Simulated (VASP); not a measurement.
Write the native input for VASP 6.6.1 that does the following.

- Task: single point
- Functional: PBE
- Potentials or basis: VASP PAW PBE potentials, release 64 (Mo_sv)
- Cutoff: 520 eV
- k mesh: 22 × 22 × 22
- Occupations: gaussian, width 0.15 eV
- Spin: no spin polarisation
- Dipole correction: no
- Further INCAR settings: ALGO = Fast; EDIFF = 1e-07; NBANDS = 13

The structure of Mo lies in POSCAR:

```
Mo
1.0
   -1.3709551624      1.5873023987      1.5873023987
    1.5873023987     -1.3709551624      1.5873023987
    1.5873023987      1.5873023987     -1.3709551624
Mo
1
Direct
    0.0000000000      0.0000000000      0.0000000000
```

The input as run:

INCAR

```
PREC = Accurate
ENCUT = 520
EDIFF = 1E-7
ISMEAR = 0
SIGMA = 0.15
LREAL = F
LASPH = T
NELM = 60
ALGO = Fast
ISIF = 2
LWAVE = F
LCHARG = T
GGA = PE
LELF = T
LVHAR = T
NBANDS = 13
```

KPOINTS

```
regular mesh
0
Gamma
  22 22 22
```

Potentials or basis: VASP PAW PBE potentials, release 64 (Mo_sv).

Launch:

```bash
$ cat potpaw_PBE.64/Mo_sv/POTCAR > POTCAR
$ mpirun -np 1 vasp_std > vasp.out
```

It gave:

The pressure is 6.1 GPa. The band gap on the k mesh is zero (band 7 reaches 13.99 eV, above the bottom of band 8 at 11.48 eV).

It took 2.4 min on 1 thread of AMD EPYC 7R43 64-Core Processor (Zen 3), on a shared host, peak memory 0.26 GiB.
